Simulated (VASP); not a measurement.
# Mo (Im-3m) in VASP: further runs, part 2 of 2

VASP 6.6.1. The steps go on from the part before.

## (4) Single point, PBE

This run uses another cell than the first one, of 16.73 Å³/atom, 1.029 times its volume.

INCAR reads:

```
PREC = Accurate
ENCUT = 520
EDIFF = 1E-7
ISMEAR = 0
SIGMA = 0.1
LREAL = False
LASPH = True
NELM = 100
ALGO = Normal
ISIF = 2
LWAVE = False
LCHARG = True
GGA = PE
LELF = True
LVHAR = True
NBANDS = 13
```

KPOINTS reads:

```
regular mesh
0
Gamma
  18 18 18
```

POSCAR reads:

```
Mo
1.0
   -1.6112132687      1.6112132687      1.6112132687
    1.6112132687     -1.6112132687      1.6112132687
    1.6112132687      1.6112132687     -1.6112132687
Mo
1
Direct
    0.0000000000      0.0000000000      0.0000000000
```

On the command line:

```sh
$ cat potpaw_PBE.64/Mo_sv/POTCAR > POTCAR
$ mpirun -np 1 vasp_std > vasp.out
```

Wall time 15 s (1 thread of Intel Xeon Platinum 8488C (Sapphire Rapids), shared host); peak memory 0.17 GiB.

Results (log left out):

```yaml
Free_energy: -10.8965 eV
Pressure: -12.9 GPa
Band_gap_on_the_k_mesh: zero (band 7 reaches 15.13 eV, above the bottom of band 8 at 10.29 eV)
```

Levels at points of the mesh, in eV from the Fermi level:
| k point | band 3 | band 4 | band 5 | band 6 | band 7 | band 8 | band 9 | band 10 | band 11 | band 12 |
| --- | --- | --- | --- | --- | --- | --- | --- | --- | --- | --- |
| (0.00, 0.00, 0.00) | -34.70 | -34.70 | -7.01 | -1.25 | -1.25 | -1.25 | 1.53 | 1.53 | 14.71 | 14.71 |
| (0.50, 0.00, 0.00) | -35.06 | -34.70 | -4.93 | -3.10 | 1.39 | 1.53 | 2.10 | 4.28 | 10.63 | 11.81 |
| (0.50, 0.50, 0.50) | -35.48 | -35.48 | -4.94 | -4.94 | 3.60 | 3.60 | 3.60 | 8.55 | 8.55 | 8.55 |

## (5) Single point, PBE (volume scaled by 1.10)

INCAR reads:

```
SYSTEM = Mo
PREC = Accurate
ENCUT = 520
EDIFF = 1E-7
ISMEAR = 0
SIGMA = 0.1
LREAL = .False.
LASPH = .True.
NELM = 100
ALGO = Normal
ISIF = 2
LWAVE = .False.
LCHARG = .True.
GGA = PE
LELF = .True.
LVHAR = .True.
NBANDS = 13
```

KPOINTS reads:

```
Automatic mesh
0
Gamma
  18 18 18
  0 0 0
```

POSCAR reads:

```
Mo
1.0
   -1.6312303872      1.6312303872      1.6312303872
    1.6312303872     -1.6312303872      1.6312303872
    1.6312303872      1.6312303872     -1.6312303872
Mo
1
Direct
    0.0000000000      0.0000000000      0.0000000000
```

Potentials or basis: VASP PAW PBE potentials, release 64 (Mo_sv).

On the command line:

```sh
$ cat potpaw_PBE.64/Mo_sv/POTCAR > POTCAR
$ mpirun -np 1 vasp_std > vasp.out
```

OUTCAR:

```text
SYSTEM = Mo
   PREC = Accurate
   ENCUT = 520
   EDIFF = 1E-7
   ISMEAR = 0
   LREAL = .False.
   LASPH = .True.
   NELM = 100
   ISIF = 2
   GGA = PE

 ion  position               nearest neighbor table
   1  0.000  0.000  0.000-

  LATTYP: Found a body centered cubic cell.
 ALAT       =     3.2624607744

  Lattice vectors:

 A1 = (  -1.6312303872,   1.6312303872,   1.6312303872)
 A2 = (   1.6312303872,  -1.6312303872,   1.6312303872)
 A3 = (   1.6312303872,   1.6312303872,  -1.6312303872)
[... 563 lines left out ...]
     13      26.6359      0.00000

 [... further k-points ...]

------------------------ aborting loop because EDIFF is reached ----------------------------------------

  FORCE on cell =-STRESS in cart. coord.  units (eV):
  Direction    XX          YY          ZZ          XY          YZ          ZX
  --------------------------------------------------------------------------------------
  -------------------------------------------------------------------------------------
  Total       -2.1449865     -2.1449865     -2.1449865      0.0000000      0.0000000      0.0000000
  in kB     -197.9380348   -197.9380348   -197.9380348      0.0000000      0.0000000      0.0000000
  external PRESSURE =    -197.9380348 kB  Pullay stress =       0.0000000 kB

 VOLUME and BASIS-vectors are now :
 -----------------------------------------------------------------------------
  energy-cutoff  :      520.00
  volume of cell :       17.36
      direct lattice vectors                 reciprocal lattice vectors
    -1.631230387  1.631230387  1.631230387     0.000000000  0.306517095  0.306517095
     1.631230387 -1.631230387  1.631230387     0.306517095  0.000000000  0.306517095
     1.631230387  1.631230387 -1.631230387     0.306517095  0.306517095  0.000000000

 POSITION                                       TOTAL-FORCE (eV/Angst)
 -----------------------------------------------------------------------------------
      0.00000      0.00000      0.00000         0.000000      0.000000      0.000000
 -----------------------------------------------------------------------------------
    total drift:                                0.000000      0.000000      0.000000

  FREE ENERGIE OF THE ION-ELECTRON SYSTEM (eV)
  ---------------------------------------------------
  free  energy   TOTEN  =       -10.8317565693 eV

  energy  without entropy=      -10.8283658129  energy(sigma->0) =      -10.83006119
```

OSZICAR:

```text
N       E                     dE             d eps       ncg     rms          rms(c)
DAV:   1     0.922670144495E+02    0.92267E+02   -0.80073E+03  5118   0.109E+03
DAV:   2    -0.103768155138E+02   -0.10264E+03   -0.98819E+02  5875   0.306E+02
DAV:   3    -0.115831950144E+02   -0.12064E+01   -0.12027E+01  5625   0.330E+01
DAV:   4    -0.115860535019E+02   -0.28585E-02   -0.28584E-02  5675   0.197E+00
DAV:   5    -0.115860732136E+02   -0.19712E-04   -0.19713E-04  5755   0.146E-01    0.116E+01
DAV:   6    -0.109120707826E+02    0.67400E+00   -0.89159E-01  5175   0.112E+01    0.265E+00
DAV:   7    -0.108352370510E+02    0.76834E-01   -0.14047E-01  5645   0.420E+00    0.114E+00
DAV:   8    -0.108316796796E+02    0.35574E-02   -0.47902E-03  5270   0.880E-01    0.218E-01
DAV:   9    -0.108317435485E+02   -0.63869E-04   -0.18913E-04  5845   0.171E-01    0.690E-02
DAV:  10    -0.108317565665E+02   -0.13018E-04   -0.16535E-05  5250   0.457E-02    0.604E-03
DAV:  11    -0.108317565693E+02   -0.28456E-08   -0.20124E-07  5758   0.448E-03
   1 F= -.10831757E+02 E0= -.10830061E+02  d E =-.339076E-02
```

It took 17 s on 1 thread of Intel Xeon Platinum 8488C (Sapphire Rapids), shared host; peak memory 0.17 GiB.

Results:

```
Free energy            : -10.8318 eV
Pressure               : -19.8 GPa
Band gap on the k mesh : zero (band 7 reaches 14.39 eV, above the bottom of band 8 at 9.79 eV)
```

Levels at points of the mesh, in eV from the Fermi level:
```csv
k point,band 4,band 5,band 6,band 7,band 8,band 9,band 10,band 11
"(0.00, 0.00, 0.00)",-34.76,-6.86,-1.18,-1.18,-1.18,1.47,1.47,14.65
"(0.50, 0.00, 0.00)",-34.77,-4.72,-2.94,1.29,1.45,1.99,4.05,10.12
"(0.50, 0.50, 0.50)",-35.46,-4.68,-4.68,3.41,3.41,3.41,8.30,8.30
```

Caveat: the cell differs from its parent crystal (volume scaled by 1.10).

## (6) Overview

```csv
cell,gap on the mesh (eV),pressure (GPa)
"a = 2.764 Å, angles 109.5°, 1 atom",none,-6.7
"a = 2.791 Å, angles 109.5°, 1 atom",none,-12.9
"a = 2.825 Å, angles 109.5°, 1 atom",none,-19.8
```

Alike in all rows: task single point; level PBE; potentials or basis VASP PAW PBE potentials, release 64 (Mo_sv); no spin polarisation; k mesh 18 × 18 × 18; cutoff (eV) 520; smearing gaussian 0.1 eV.

Absolute energies hang on the potentials; compare differences alone.
